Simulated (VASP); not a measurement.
Write the native input for VASP 6.6.1 that does the following.

```
Task                   : single point
Functional             : PBE
Potentials or basis    : VASP PAW PBE potentials, release 64 (Pr, Mo_sv)
Cutoff                 : 520 eV
k mesh                 : 6 × 6 × 4
Occupations            : gaussian, width 0.1 eV
Spin                   : no spin polarisation
Dipole correction      : no
Further INCAR settings : ALGO = Normal; EDIFF = 1e-06; NBANDS = 28
```

The structure of PrMo2 lies in POSCAR:

```
PrMo2
1.0
    4.0994030600      0.0000000000      0.0000000000
   -2.0497015300      3.5501871900      0.0000000000
    0.0000000000      0.0000000000      5.5368559900
Pr Mo
1 2
Direct
    0.0000000000      0.0000000000      0.0000000000
    0.3333333300      0.6666666700      0.4000000100
    0.6666666700      0.3333333300      0.5999999900
```

The cell was built from a structure type or drawn by symmetry, and may not be a known phase.

These files were run (other wordings do the same):

INCAR

```
  PREC = Accurate
  ENCUT = 520
  EDIFF = 1E-6
  ISMEAR = 0
  SIGMA = 0.1
  LREAL = False
  LASPH = True
  NELM = 80
  ALGO = Normal
  ISIF = 2
  LWAVE = False
  LCHARG = False
  GGA = PE
  NBANDS = 28
```

KPOINTS

```
Automatic mesh
0
Gamma
  6 6 4
```

Potentials or basis: VASP PAW PBE potentials, release 64 (Pr, Mo_sv).

Command:

```bash
$ cat potpaw_PBE.64/Pr/POTCAR potpaw_PBE.64/Mo_sv/POTCAR > POTCAR
$ mpirun -np 1 vasp_std > vasp.out
```

Results of the run:

* Pressure: -14.0 GPa
* Largest force: 1.314 eV/Å
* Band gap on the k mesh: zero (an odd number of electrons rules out a gap without spin polarisation)

Caveat: the cell stands under tension; spin-orbit coupling is left out, which moves the levels of the heavy elements; semilocal functionals describe open f shells poorly, which spoils levels, moments and volumes; forces of over 1 eV/Å act on the atoms, so gaps and moduli don't describe the material at rest.

It took 3 min on 1 thread of Intel(R) Xeon(R) Platinum 8259CL CPU @ 2.50GHz (Skylake/Cascade Lake), with other jobs on the host, peak memory 0.22 GiB.
